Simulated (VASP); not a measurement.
# InP (Fm-3m) in VASP: a series of runs, part 2 of 3

VASP 6.6.1. Earlier steps stand in the parts before.

### Step 3. Single point, PBE-based screened hybrid with 25 % exact exchange

POSCAR reads:

```
InP
1.0
    0.0000000000      2.7688340000      2.7688340000
    2.7688340000      0.0000000000      2.7688340000
    2.7688340000      2.7688340000      0.0000000000
In P
1 1
Direct
    0.0000000000      0.0000000000      0.0000000000
    0.5000000000      0.5000000000      0.5000000000
```

INCAR.step1 reads:

```
ALGO = Normal
EDIFF = 1E-5
ENCUT = 520
GGA = PE
ISIF = 2
ISMEAR = -1
LASPH = T
LCHARG = F
LREAL = F
LWAVE = T
NBANDS = 16
NELM = 60
PREC = Accurate
SIGMA = 0.05
```

INCAR.step2 reads:

```
AEXX = 0.25
ALGO = Normal
EDIFF = 1E-6
ENCUT = 520
GGA = PE
HFSCREEN = 0.3
ISIF = 2
ISMEAR = -1
ISTART = 1
LASPH = T
LCHARG = F
LHFCALC = T
LREAL = F
LWAVE = F
NBANDS = 16
NELM = 60
PREC = Accurate
PRECFOCK = Normal
SIGMA = 0.05
```

KPOINTS reads:

```
k-points
0
Gamma
  4 4 4
```

Potentials or basis: VASP PAW PBE potentials, release 64 (In_d, P).

Run with:

```
$ cat potpaw_PBE.64/In_d/POTCAR potpaw_PBE.64/P/POTCAR > POTCAR
$ cp INCAR.step1 INCAR
$ mpirun -np 1 vasp_std > vasp.out
$ cp INCAR.step2 INCAR
$ mpirun -np 1 vasp_std > vasp.out
```

OUTCAR:

```text
AEXX = 0.25
   EDIFF = 1E-6
   ENCUT = 520
   GGA = PE
   HFSCREEN = 0.3
   ISIF = 2
   ISMEAR = -1
   ISTART = 1
   LASPH = T
   LHFCALC = T
   LREAL = F
   NELM = 60
   PREC = Accurate
   PRECFOCK = Normal

 ion  position               nearest neighbor table
   1  0.000  0.000  0.000-   2 2.77   2 2.77   2 2.77   2 2.77   2 2.77   2 2.77
   2  0.500  0.500  0.500-   1 2.77   1 2.77   1 2.77   1 2.77   1 2.77   1 2.77

  LATTYP: Found a face centered cubic cell.
 ALAT       =     5.5376680000

  Lattice vectors:

 A1 = (   0.0000000000,   2.7688340000,   2.7688340000)
 A2 = (   2.7688340000,   0.0000000000,   2.7688340000)
 A3 = (   2.7688340000,   2.7688340000,   0.0000000000)

Analysis of symmetry for initial positions (statically):
=====================================================================
 Subroutine PRICEL returns:
 Original cell was already a primitive cell.

 Routine SETGRP: Setting up the symmetry group for a
 face centered cubic supercell.

 Subroutine GETGRP returns: Found 48 space group operations
 (whereof 48 operations were pure point group operations)
 out of a pool of 48 trial point group operations.

The static configuration has the point symmetry O_h .

Analysis of symmetry for dynamics (positions and initial velocities):
=====================================================================
 Subroutine PRICEL returns:
 Original cell was already a primitive cell.

 Routine SETGRP: Setting up the symmetry group for a
 face centered cubic supercell.

 Subroutine GETGRP returns: Found 48 space group operations
 (whereof 48 operations were pure point group operations)
 out of a pool of 48 trial point group operations.

The dynamic configuration has the point symmetry O_h .

 Subroutine INISYM returns: Found 48 space group operations
 (whereof 48 operations are pure point group operations),
 and found     1 'primitive' translations

----------------------------------------------------------------------------------------

                                     Primitive cell

  volume of cell :      42.4542

  direct lattice vectors                    reciprocal lattice vectors
     0.000000000  2.768834000  2.768834000    -0.180581429  0.180581429  0.180581429
     2.768834000  0.000000000  2.768834000     0.180581429 -0.180581429  0.180581429
     2.768834000  2.768834000  0.000000000     0.180581429  0.180581429 -0.180581429

  length of vectors
     3.915722595  3.915722595  3.915722595     0.312776210  0.312776210  0.312776210

  position of ions in fractional coordinates (direct lattice)
     0.000000000  0.000000000  0.000000000
     0.500000000  0.500000000  0.500000000

  ion indices of the primitive-cell ions
   primitive index   ion index
                 1           1
                 2           2

----------------------------------------------------------------------------------------

 KPOINTS: k-points

Automatic generation of k-mesh.
 Grid dimensions read from file:
 generate k-points for:    4    4    4

 Generating k-lattice:

[... 21 lines left out ...]
  0.250000  0.250000  0.000000      6.000000
  0.500000  0.250000  0.000000     24.000000
 -0.250000  0.250000  0.000000     12.000000
  0.500000  0.500000  0.000000      3.000000
 -0.250000  0.500000  0.250000      6.000000
   k-points           NKPTS =      8   k-points in BZ     NKDIM =     64   number of bands    NBANDS=     16
   number of dos      NEDOS =    301   number of ions     NIONS =      2
   total plane-waves  NPLWV =  27000
   dimension x,y,z NGX =    30 NGY =   30 NGZ =   30
   dimension x,y,z NGXF=    60 NGYF=   60 NGZF=   60
   ions per type =               1   1
   NGX,Y,Z   is equivalent  to a cutoff of  12.74, 12.74, 12.74 a.u.
   NGXF,Y,Z  is equivalent  to a cutoff of  25.47, 25.47, 25.47 a.u.
 SYSTEM =  unknown system
   PREC   = accura    normal or accurate (medium, high low for compatibility)
   ISTART =      1    job   : 0-new  1-cont  2-samecut
   ICHARG =      0    charge: 1-file 2-atom 10-const
   ISPIN  =      1    spin polarized calculation?
   LNONCOLLINEAR =      F non collinear calculations
   LSORBIT =      F    spin-orbit coupling
   LASPH  =      T    aspherical Exc in radial PAW
   ENCUT  =  520.0 eV  38.22 Ry    6.18 a.u.   7.28  7.28  7.28*2*pi/ulx,y,z
   NELM   =     60;   NELMIN=  2; NELMDL=  0     # of ELM steps
   EDIFF  = 0.1E-05   stopping-criterion for ELM
   LREAL  =      F    real-space projection
   EDIFFG = 0.1E-04   stopping-criterion for IOM
   NSW    =      0    number of steps for IOM
   IBRION =     -1    ionic relax: 0-MD 1-quasi-New 2-CG
   NFREE  =      0    steps in history (QN), initial steepest desc. (CG)
   ISIF   =      2    stress and relaxation
   ISYM   =      3    0-nonsym 1-usesym 2-fastsym
   POTIM  = 0.5000    time-step for ionic-motion
   TEBEG  =    0.0;   TEEND  =   0.0 temperature during run
   PSTRESS=    0.0 pullay stress
   NELECT =      18.0000    total number of electrons
   NUPDOWN=      -1.0000    fix difference up-down
   EMIN   =  10.00;   EMAX   =-10.00  energy-range for DOS
   EFERMI =   0.00;   METHOD = LEGACY
   ISMEAR =    -1;   SIGMA  =   0.05  broadening in eV -4-tet -1-fermi 0-gaus
   EFERMI_NEDOS =   21; number of points for ismear=-14 and -15
   IALGO  =     38    algorithm
   IMIX   =      1    mixing-type and parameters
     AMIX     =   0.40;   BMIX     =  1.00
     AMIX_MAG =   1.60;   BMIX_MAG =  1.00
  volume/ion in A,a.u.               =      21.23       143.25
  Fermi-wavevector in a.u.,A,eV,Ry     =   1.229869  2.324115 20.579860  1.512577
  Thomas-Fermi vector in A             =   2.364739
   LORBIT       =      0    0 simple, 1 ext, 2 COOP (PROOUT), +10 PAW based schemes
   GGA     = PE    functional components
   LHFCALC =     T    Hartree Fock is set to
   PRECFOCK=normal    Normal, Fast or Accurate (Low or Medium for compatibility)
   ENCUT4O =  -1.0   cutoff for four orbital integrals eV
   NKREDX  =     1    reduce k-point grid by
   NKREDY  =     1    reduce k-point grid by
   NKREDZ  =     1    reduce k-point grid by
   AEXX    =    0.2500 exact exchange contribution
   HFSCREEN=    0.3000 screening length (either q_TF or 0.3 A-1)
   HFSCREENC=   0.3000 screening length for correlation (either q_TF or 0.3 A-1)
   ENCUTFOCK=  -1.0 apply spherical cutoff to Coloumb kernel
   IVDW    =     0    specifies the selected vdW correction
   LEPSILON=     F    determine dielectric tensor
   LRPA    =     F    only Hartree local field effects (RPA)
 non-spin polarized calculation
  energy-cutoff  :      520.00
  volume of cell :       42.45
 maximum number of plane-waves:      1162
 NGX is ok and might be reduce to    30
  NGX = 24; NGY = 24; NGZ = 24

 number of electron      18.0000009 magnetization

 Free energy of the ion-electron system (eV)
  ---------------------------------------------------
  ext. energy  EPLUGINS =         0.00000000
  ---------------------------------------------------
  free energy    TOTEN  =        -8.84380161 eV

  energy without entropy =       -8.83502673  energy(sigma->0) =       -8.83941417

 E-fermi :   7.0692     XC(G=0):  -8.7381

 val. band max:        7.0423867733   @ k =   0.5000   0.0000   0.0000
 cond. band min:       7.7099042188   @ k =   0.5000   0.2500   0.0000
 fundamental gap:      0.6675174455
 Fermi energy:         7.0691815811

 k-point     1 :       0.0000    0.0000    0.0000
  band No.  band energies     occupation
      1      -9.3136      2.00000
      2      -9.3136      2.00000
      3      -9.2871      2.00000
      4      -9.2871      2.00000
      5      -9.2871      2.00000
      6      -6.3589      2.00000
[... 129 lines left out ...]
      3      -9.2629      2.00000
      4      -9.2629      2.00000
      5      -9.1785      2.00000
      6      -2.8188      2.00000
[... 8 lines left out ...]
     15      19.2243      0.00000
     16      21.3408      0.00000

------------------------ aborting loop because EDIFF is reached ----------------------------------------

  FORCE on cell =-STRESS in cart. coord.  units (eV):
  Direction    XX          YY          ZZ          XY          YZ          ZX
  --------------------------------------------------------------------------------------
  -------------------------------------------------------------------------------------
  Total       -0.5813804     -0.5813804     -0.5813804     -0.0000000      0.0000000      0.0000000
  in kB      -21.9406849    -21.9406849    -21.9406849     -0.0000000      0.0000000      0.0000000
  external PRESSURE =     -21.9406849 kB  Pullay stress =       0.0000000 kB

 VOLUME and BASIS-vectors are now :
 -----------------------------------------------------------------------------
  energy-cutoff  :      520.00
  volume of cell :       42.45
      direct lattice vectors                 reciprocal lattice vectors
     0.000000000  2.768834000  2.768834000    -0.180581429  0.180581429  0.180581429
     2.768834000  0.000000000  2.768834000     0.180581429 -0.180581429  0.180581429
     2.768834000  2.768834000  0.000000000     0.180581429  0.180581429 -0.180581429

 POSITION                                       TOTAL-FORCE (eV/Angst)
 -----------------------------------------------------------------------------------
      0.00000      0.00000      0.00000         0.000000     -0.000000      0.000000
      2.76883      2.76883      2.76883        -0.000000      0.000000     -0.000000
 -----------------------------------------------------------------------------------
    total drift:                                0.000009      0.000004     -0.000012

  FREE ENERGIE OF THE ION-ELECTRON SYSTEM (eV)
  ---------------------------------------------------
  free  energy   TOTEN  =        -8.8438016095 eV

  energy  without entropy=       -8.8350267335  energy(sigma->0) =       -8.83941417
```

OUTCAR.step1:

```text
EDIFF = 1E-5
   ENCUT = 520
   GGA = PE
   ISIF = 2
   ISMEAR = -1
[... 354 lines left out ...]
 -----------------------------------------------------------------------------------
      0.00000      0.00000      0.00000        -0.000000     -0.000000     -0.000000
      2.76883      2.76883      2.76883         0.000000      0.000000      0.000000
 -----------------------------------------------------------------------------------
    total drift:                               -0.000000      0.000000      0.000000

  FREE ENERGIE OF THE ION-ELECTRON SYSTEM (eV)
  ---------------------------------------------------
  free  energy   TOTEN  =        -7.6614600073 eV

  energy  without entropy=       -7.6515879440  energy(sigma->0) =       -7.65652398
```

OSZICAR.step1:

```text
N       E                     dE             d eps       ncg     rms          rms(c)
DAV:   1     0.112206971221E+03    0.11221E+03   -0.85429E+03   256   0.134E+03
DAV:   2    -0.163312497135E+01   -0.11384E+03   -0.10902E+03   312   0.311E+02
DAV:   3    -0.793595591309E+01   -0.63028E+01   -0.62499E+01   344   0.684E+01
DAV:   4    -0.807793558261E+01   -0.14198E+00   -0.14196E+00   296   0.107E+01
DAV:   5    -0.808612820743E+01   -0.81926E-02   -0.81925E-02   400   0.235E+00    0.485E+00
DAV:   6    -0.768341279242E+01    0.40272E+00   -0.62098E-01   360   0.131E+01    0.280E+00
DAV:   7    -0.766062071279E+01    0.22792E-01   -0.13969E-01   368   0.321E+00    0.117E+00
DAV:   8    -0.766133059507E+01   -0.70988E-03   -0.12836E-02   336   0.153E+00    0.208E-01
DAV:   9    -0.766142543070E+01   -0.94836E-04   -0.10978E-03   360   0.538E-01    0.101E-01
DAV:  10    -0.766144244824E+01   -0.17018E-04   -0.89257E-05   328   0.796E-02    0.568E-02
DAV:  11    -0.766145893569E+01   -0.16487E-04   -0.27393E-05   296   0.444E-02    0.986E-03
DAV:  12    -0.766146000727E+01   -0.10716E-05   -0.51632E-06   160   0.270E-02
   1 F= -.76614600E+01 E0= -.76565240E+01  d E =-.987206E-02
```

Run time: 7 min. Hardware: 1 thread of Intel Xeon Platinum 8259CL at 2.50GHz (Skylake/Cascade Lake), shared host; peak memory 0.27 GiB.

Results:

| Property | Result |
| --- | --- |
| Free energy | -8.8438 eV |
| Pressure | -2.2 GPa |
| Band gap on the k mesh | zero (bands 9 and 10 overlap by 2.59 eV) |

Caveat: the k points lie up to 0.49 Å⁻¹ apart, too coarse for converged energies and pressures of a metal; the PAW data sets were made with another functional, which shifts forces and pressure a little; spin-orbit coupling is left out, which moves the levels of the heavy elements.

[end of part 2 of 3]

The gap in the log of VASP goes by the Fermi energy; the results here count the filled bands.